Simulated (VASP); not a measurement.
Sb, 2 atoms in the cell. It takes space group P6_3/mmc (No. 194, hexagonal). The conventional cell has a = 3.321 Å, b = 3.321 Å, c = 5.137 Å, α = 90.00°, β = 90.00°, γ = 120.00°. Sb (site symmetry -6m2) has 12 Sb at 3.21 to 3.32 Å within 4.2 Å. 

- Program: VASP 6.6.1
- Task: single point
- Functional: PBE
- Potentials or basis: VASP PAW PBE potentials, release 64 (Sb)
- Cutoff: 520 eV
- k mesh: 13 × 13 × 7
- Occupations: fermi-dirac, width 0.1 eV
- Spin: no spin polarisation
- Dipole correction: no
- Further INCAR settings: ALGO = Normal; EDIFF = 1e-07; NBANDS = 12

Potentials or basis: VASP PAW PBE potentials, release 64 (Sb).

Launch:

```sh
$ cat potpaw_PBE.64/Sb/POTCAR > POTCAR
$ mpirun -np 1 vasp_std > vasp.out
```

Hardware: 1 thread of Intel Xeon 6975P-C, with other jobs on the host.

**Question.** How long does it take, and how much memory?

**Answer.** It took 37 s on 1 thread of Intel Xeon 6975P-C, with other jobs on the host, peak memory 0.2 GiB. Counts: scf iterations 12, k points 84.
